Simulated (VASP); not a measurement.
A run of VASP 6.6.1:

Contents of INCAR:

```
SYSTEM = Li
PREC = Accurate
ENCUT = 520
EDIFF = 1E-6
ISMEAR = 0
SIGMA = 0.15
LREAL = .FALSE.
LASPH = .TRUE.
NELM = 80
ALGO = Fast
ISIF = 2
LWAVE = .FALSE.
LCHARG = .FALSE.
GGA = CA
NBANDS = 8
```

Contents of KPOINTS:

```
regular mesh
0
G
  20 20 20
  0 0 0
```

POSCAR

```
Li
1.0
   -1.6712500000      1.7500000000      1.7500000000
    1.6712500000     -1.7500000000      1.7500000000
    1.6712500000      1.7500000000     -1.7500000000
Li
1
Direct
    0.0000000000      0.0000000000      0.0000000000
```

Potentials or basis: VASP PAW LDA potentials, release 64 (Li_sv).

The run is started by

```console
$ cat potpaw_LDA.64/Li_sv/POTCAR > POTCAR
$ mpirun -np 1 vasp_std > vasp.out
```

Hardware: 1 thread of Intel(R) Xeon(R) Platinum 8259CL CPU @ 2.50GHz (Skylake/Cascade Lake), on a shared host.

Problem. Estimate the wall time of this run.

Solution. Wall time 82 s on 1 thread of Intel(R) Xeon(R) Platinum 8259CL CPU @ 2.50GHz (Skylake/Cascade Lake), on a shared host, peak memory 0.18 GiB. Counts: scf iterations 11, k points 641.
